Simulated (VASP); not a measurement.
# N (P-1) in VASP: single point with r2SCAN

Aim: the single point of N with r2SCAN.

All numbers are computed with VASP 6.6.1; they aren't measurements. Logs are shortened: lines on timing, memory, paths and dates and some standing lists are left out, and cuts for length are marked.

### 1 The cell of the first run

The typed cell holds 2 atoms: a = 3.850 Å, b = 3.942 Å, c = 4.177 Å, α = 60.94°, β = 63.34°, γ = 90.22°.

### 2 Single point, r2SCAN

The input, POSCAR:

```
N
1.0
   -0.0072800000      3.8494730000      0.0261020000
    3.9416570000     -0.0072800000     -0.0403120000
    2.0004090000      1.8995860000     -3.1370420000
N
2
Direct
    0.4139070000      0.4020330000      0.1978640000
    0.5905660000      0.5573660000      0.8261640000
```

The input, INCAR.step1:

```
ALGO = Normal
EDIFF = 1E-4
ENCUT = 520
GGA = PE
ISMEAR = -1
LASPH = T
LCHARG = F
LREAL = F
LWAVE = T
NBANDS = 12
NELM = 60
PREC = Accurate
SIGMA = 0.1
```

The input, INCAR.step2:

```
ALGO = Normal
EDIFF = 1E-6
ENCUT = 520
ISIF = 2
ISMEAR = -1
ISTART = 1
LASPH = T
LCHARG = T
LELF = T
LMIXTAU = T
LREAL = F
LVHAR = T
LWAVE = F
METAGGA = R2SCAN
NBANDS = 12
NELM = 60
PREC = Accurate
SIGMA = 0.1
```

The input, KPOINTS:

```
Automatic mesh
0
Gamma
  6 5 6
  0 0.5 0
```

Potentials or basis: VASP PAW PBE potentials, release 64 (N).

On the command line:

```console
> cat potpaw_PBE.64/N/POTCAR > POTCAR
> cp INCAR.step1 INCAR
> mpirun -np 1 vasp_std > vasp.out
> cp INCAR.step2 INCAR
> mpirun -np 1 vasp_std > vasp.out
```

OUTCAR:

```text
EDIFF = 1E-6
   ENCUT = 520
   ISIF = 2
   ISMEAR = -1
   ISTART = 1
   LASPH = T
   LREAL = F
   METAGGA = R2SCAN
   NELM = 60
   PREC = Accurate

 ion  position               nearest neighbor table
   1  0.414  0.402  0.198-   2 1.17
   2  0.591  0.557  0.826-   1 1.17

  LATTYP: Found a triclinic cell.
 ALAT       =     4.1224165768
 B/A-ratio  =     0.9562036690
 C/A-ratio  =     0.9338135304
 COS(alpha) =     0.0038071541
 COS(beta)  =     0.4583458455
 COS(gamma) =     0.4640471766

  Lattice vectors:

 A1 = (  -1.9412480000,   1.9068660000,  -3.0967300000)
 A2 = (  -3.9416570000,   0.0072800000,   0.0403120000)
 A3 = (  -0.0072800000,   3.8494730000,   0.0261020000)

Analysis of symmetry for initial positions (statically):
=====================================================================
 Subroutine PRICEL returns:
 Original cell was already a primitive cell.

 Routine SETGRP: Setting up the symmetry group for a
 triclinic supercell.

 Subroutine GETGRP returns: Found  2 space group operations
 (whereof  1 operations were pure point group operations)
 out of a pool of  2 trial point group operations.

The static configuration has the point symmetry C_1 .
 The point group associated with its full space group is S_2 .

Analysis of symmetry for dynamics (positions and initial velocities):
=====================================================================
 Subroutine PRICEL returns:
 Original cell was already a primitive cell.

 Routine SETGRP: Setting up the symmetry group for a
 triclinic supercell.

 Subroutine GETGRP returns: Found  2 space group operations
 (whereof  1 operations were pure point group operations)
 out of a pool of  2 trial point group operations.

The dynamic configuration has the point symmetry C_1 .
 The point group associated with its full space group is S_2 .

 Subroutine INISYM returns: Found  2 space group operations
 (whereof  1 operations are pure point group operations),
 and found     1 'primitive' translations

----------------------------------------------------------------------------------------

                                     Primitive cell

  volume of cell :      47.4840

  direct lattice vectors                    reciprocal lattice vectors
    -0.007280000  3.849473000  0.026102000     0.002093629  0.258708488  0.157991871
     3.941657000 -0.007280000 -0.040312000     0.255360797 -0.000618672  0.162462223
     2.000409000  1.899586000 -3.137042000    -0.003264048  0.002160554 -0.319544741

  length of vectors
     3.849568377  3.941869856  4.177450855     0.303143359  0.302660690  0.319568715

  position of ions in fractional coordinates (direct lattice)
     0.413907000  0.402033000  0.197864000
     0.590566000  0.557366000  0.826164000

  ion indices of the primitive-cell ions
   primitive index   ion index
                 1           1
                 2           2

----------------------------------------------------------------------------------------

 KPOINTS: Automatic mesh

Automatic generation of k-mesh.
 Grid dimensions read from file:
 generate k-points for:    6    5    6

 Generating k-lattice:

  Cartesian coordinates                     Fractional coordinates (reciprocal lattice)
     0.000348938  0.043118081  0.026331978     0.166666667  0.000000000  0.000000000
     0.051072159 -0.000123734  0.032492445     0.000000000  0.200000000  0.000000000
    -0.000544008  0.000360092 -0.053257457    -0.000000000  0.000000000  0.166666667

  Length of vectors
     0.050523893  0.060532138  0.053261452

  Shift w.r.t. Gamma in fractional coordinates (k-lattice)
     0.000000000  0.500000000  0.000000000

 Subroutine IBZKPT returns following result:
 ===========================================

 Found     92 irreducible k-points:

 Following reciprocal coordinates:
            Coordinates               Weight
  0.000000  0.100000  0.000000      2.000000
  0.166667  0.100000  0.000000      2.000000
  0.333333  0.100000  0.000000      2.000000
  0.500000  0.100000  0.000000      2.000000
 -0.333333  0.100000  0.000000      2.000000
 -0.166667  0.100000  0.000000      2.000000
[... 16 lines left out ...]
 -0.000000  0.300000  0.166667      2.000000
  0.166667  0.300000  0.166667      2.000000
 [... further k-points ...]
   k-points           NKPTS =     92   k-points in BZ     NKDIM =     92   number of bands    NBANDS=     12
   number of dos      NEDOS =    301   number of ions     NIONS =      2
   total plane-waves  NPLWV =  28800
   dimension x,y,z NGX =    30 NGY =   30 NGZ =   32
   dimension x,y,z NGXF=    60 NGYF=   60 NGZF=   64
   ions per type =               2
   NGX,Y,Z   is equivalent  to a cutoff of  12.96, 12.65, 12.73 a.u.
   NGXF,Y,Z  is equivalent  to a cutoff of  25.91, 25.30, 25.47 a.u.
 SYSTEM =  unknown system
   PREC   = accura    normal or accurate (medium, high low for compatibility)
   ISTART =      1    job   : 0-new  1-cont  2-samecut
   ICHARG =      0    charge: 1-file 2-atom 10-const
   ISPIN  =      1    spin polarized calculation?
   LNONCOLLINEAR =      F non collinear calculations
   LSORBIT =      F    spin-orbit coupling
   LASPH  =      T    aspherical Exc in radial PAW
   ENCUT  =  520.0 eV  38.22 Ry    6.18 a.u.   7.16  7.33  7.77*2*pi/ulx,y,z
   NELM   =     60;   NELMIN=  2; NELMDL=  0     # of ELM steps
   EDIFF  = 0.1E-05   stopping-criterion for ELM
   LREAL  =      F    real-space projection
   EDIFFG = 0.1E-04   stopping-criterion for IOM
   NSW    =      0    number of steps for IOM
   IBRION =     -1    ionic relax: 0-MD 1-quasi-New 2-CG
   NFREE  =      0    steps in history (QN), initial steepest desc. (CG)
   ISIF   =      2    stress and relaxation
   ISYM   =      2    0-nonsym 1-usesym 2-fastsym
   POTIM  = 0.5000    time-step for ionic-motion
   TEBEG  =    0.0;   TEEND  =   0.0 temperature during run
   PSTRESS=    0.0 pullay stress
   NELECT =      10.0000    total number of electrons
   NUPDOWN=      -1.0000    fix difference up-down
   EMIN   =  10.00;   EMAX   =-10.00  energy-range for DOS
   EFERMI =   0.00;   METHOD = LEGACY
   ISMEAR =    -1;   SIGMA  =   0.10  broadening in eV -4-tet -1-fermi 0-gaus
   EFERMI_NEDOS =   21; number of points for ismear=-14 and -15
   IALGO  =     38    algorithm
   IMIX   =      4    mixing-type and parameters
     AMIX     =   0.40;   BMIX     =  1.00
     AMIX_MAG =   1.60;   BMIX_MAG =  1.00
  volume/ion in A,a.u.               =      23.74       160.22
  Fermi-wavevector in a.u.,A,eV,Ry     =   0.974001  1.840594 12.907535  0.948677
  Thomas-Fermi vector in A             =   2.104425
   LORBIT       =      0    0 simple, 1 ext, 2 COOP (PROOUT), +10 PAW based schemes
   METAGGA = R2SCAN    functional components
   LHFCALC =     F    Hartree Fock is set to
   AEXX    =    0.0000 exact exchange contribution
   IVDW    =     0    specifies the selected vdW correction
   LEPSILON=     F    determine dielectric tensor
   LRPA    =     F    only Hartree local field effects (RPA)
 non-spin polarized calculation
  energy-cutoff  :      520.00
  volume of cell :       47.48
 maximum number of plane-waves:      1290
 NGX is ok and might be reduce to    30
   NGX = 15   NGY = 15   NGZ = 15

 number of electron      10.0000000 magnetization

 Free energy of the ion-electron system (eV)
  ---------------------------------------------------
  ext. energy  EPLUGINS =         0.00000000
  ---------------------------------------------------
  free energy    TOTEN  =       -17.94834726 eV

  energy without entropy =      -17.94834726  energy(sigma->0) =      -17.94834726

 E-fermi :  -4.7388     XC(G=0):  -6.4738

 val. band max:       -6.8569015230   @ k =   0.0000   0.1000   0.5000
 cond. band min:      -0.1485196806   @ k =   0.5000   0.5000   0.5000
 fundamental gap:      6.7083818424
 Fermi energy:        -4.7387618190

 k-point     1 :       0.0000    0.1000    0.0000
  band No.  band energies     occupation
      1     -25.3493      2.00000
      2     -11.1522      2.00000
      3      -8.0930      2.00000
      4      -7.8269      2.00000
      5      -7.7522      2.00000
      6       0.5432      0.00000
      7       0.6273      0.00000
      8       4.5466      0.00000
      9      11.1693      0.00000
     10      12.0590      0.00000
     11      13.1085      0.00000
     12      14.8704      0.00000

 k-point     2 :       0.1667    0.1000    0.0000
  band No.  band energies     occupation
      1     -25.3350      2.00000
      2     -11.2804      2.00000
      3      -8.1226      2.00000
      4      -7.9170      2.00000
      5      -7.5958      2.00000
      6       0.6009      0.00000
      7       0.7480      0.00000
      8       4.7839      0.00000
      9      10.1600      0.00000
     10      11.8126      0.00000
     11      13.0542      0.00000
     12      14.2421      0.00000

 k-point     3 :       0.3333    0.1000    0.0000
  band No.  band energies     occupation
      1     -25.3130      2.00000
      2     -11.4265      2.00000
      3      -8.2409      2.00000
      4      -7.9726      2.00000
      5      -7.4188      2.00000
      6       0.6155      0.00000
      7       0.8762      0.00000
      8       5.5746      0.00000
      9       8.7091      0.00000
     10      11.5122      0.00000
     11      12.4230      0.00000
     12      14.0903      0.00000
[... 286 lines left out ...]
 k-point    23 :      -0.0000    0.3000    0.1667
  band No.  band energies     occupation
      1     -25.3315      2.00000
      2     -11.2754      2.00000
      3      -8.3403      2.00000
      4      -7.8527      2.00000
      5      -7.4624      2.00000
      6       0.4250      0.00000
      7       0.7844      0.00000
      8       5.2537      0.00000
      9       9.8901      0.00000
     10      11.6024      0.00000
     11      12.9764      0.00000
     12      13.2441      0.00000

 k-point    24 :       0.1667    0.3000    0.1667
  band No.  band energies     occupation
      1     -25.3231      2.00000
      2     -11.2755      2.00000
      3      -8.3712      2.00000
      4      -7.9281      2.00000
      5      -7.4438      2.00000
      6       0.3410      0.00000
      7       0.8917      0.00000
      8       5.4840      0.00000
      9       9.9074      0.00000
     10      11.3324      0.00000
     11      12.0226      0.00000
     12      13.1685      0.00000

 [... further k-points ...]

------------------------ aborting loop because EDIFF is reached ----------------------------------------

  FORCE on cell =-STRESS in cart. coord.  units (eV):
  Direction    XX          YY          ZZ          XY          YZ          ZX
  --------------------------------------------------------------------------------------
  -------------------------------------------------------------------------------------
  Total       -0.1594111     -0.0330192     -9.4417634     -0.0184844      0.2061474      1.0484440
  in kB       -5.3787612     -1.1141156   -318.5787331     -0.6236901      6.9557125     35.3760133
  external PRESSURE =    -108.3572033 kB  Pullay stress =       0.0000000 kB

 VOLUME and BASIS-vectors are now :
 -----------------------------------------------------------------------------
  energy-cutoff  :      520.00
  volume of cell :       47.48
      direct lattice vectors                 reciprocal lattice vectors
    -0.007280000  3.849473000  0.026102000     0.002093629  0.258708488  0.157991871
     3.941657000 -0.007280000 -0.040312000     0.255360797 -0.000618672  0.162462223
     2.000409000  1.899586000 -3.137042000    -0.003264048  0.002160554 -0.319544741

 POSITION                                       TOTAL-FORCE (eV/Angst)
 -----------------------------------------------------------------------------------
      1.97747      1.96626     -0.62611        -0.941408     -0.200238      8.095204
      3.84531      3.83868     -2.59876         0.941408      0.200238     -8.095204
 -----------------------------------------------------------------------------------
    total drift:                               -0.000001     -0.000004     -0.000001

  FREE ENERGIE OF THE ION-ELECTRON SYSTEM (eV)
  ---------------------------------------------------
  free  energy   TOTEN  =       -17.9483472618 eV

  energy  without entropy=      -17.9483472616  energy(sigma->0) =      -17.94834726
```

Wall time 3 min (1 thread of Intel Xeon Platinum 8259CL at 2.50GHz (Skylake/Cascade Lake), shared host); peak memory 0.18 GiB.

Results:

```
Free energy            : -17.9483 eV
Pressure               : -10.8 GPa
Largest force          : 8.152 eV/Å
Band gap on the k mesh : 6.71 eV
```

Forces on the atoms (eV/Å):
```
N   -0.941 -0.200  8.095
N    0.941  0.200 -8.095
```

Stress tensor (GPa, compression positive):
```
 -0.54  -0.06   3.54
 -0.06  -0.11   0.70
  3.54   0.70 -31.86
```

Levels at points of the mesh, in eV from the valence-band top:
```tsv
k point	band 1	band 2	band 3	band 4	band 5	band 6	band 7	band 8	band 9	band 10
(0.00, 0.50, 0.00)	-18.45	-4.57	-1.49	-1.05	-0.61	7.61	7.80	13.06	14.59	18.78
(0.50, 0.50, 0.00)	-18.43	-4.55	-1.64	-1.19	-0.42	6.73	8.23	13.86	14.76	18.17
(0.00, 0.50, 0.50)	-18.45	-4.74	-1.35	-1.07	-0.38	7.25	7.96	13.13	14.22	19.34
(0.50, 0.50, 0.50)	-18.43	-4.58	-1.63	-1.19	-0.38	6.71	8.21	13.90	14.80	18.12
```

Caveat: the standard files for N, O and F lose accuracy on very short bonds; the stress differs along the axes, from -32 to -0 GPa; the PAW data sets were made with another functional, which shifts forces and pressure a little; a shifted mesh leaves out Γ, where band edges can lie. A k mesh can miss the band edges.
